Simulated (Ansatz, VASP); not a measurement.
AgCl: VASP beside Ansatz

```
Ag Cl
1.0
     0.00000    2.73500    2.73500
     2.73500    0.00000    2.73500
     2.73500    2.73500    0.00000
Ag Cl
1 1
Direct
  0.00000 0.00000 0.00000
  0.50000 0.50000 0.50000
```

Alike in both runs: task single point; functional r2SCAN; k mesh 6 × 6 × 6; no spin polarisation.

```csv
,VASP,Ansatz
version,VASP 6.6.1,Ansatz 0.2.0
potentials or method,"VASP PAW PBE potentials, release 64 (Ag, Cl), cutoff 520 eV","plane waves, PAW"
occupations,"gaussian, width 0.01 eV",fixed
valence electrons in the cell,18,26
```

Ansatz gave:

```
pressure (GPa) : 2.3
```

Estimate VASP's values.

pressure (GPa): 2.2.

VASP's potentials were made for PBE, not for r2SCAN. VASP's potentials hold 18 valence electrons a cell and Ansatz's 26, so a difference there can come from the potentials and not from the codes.
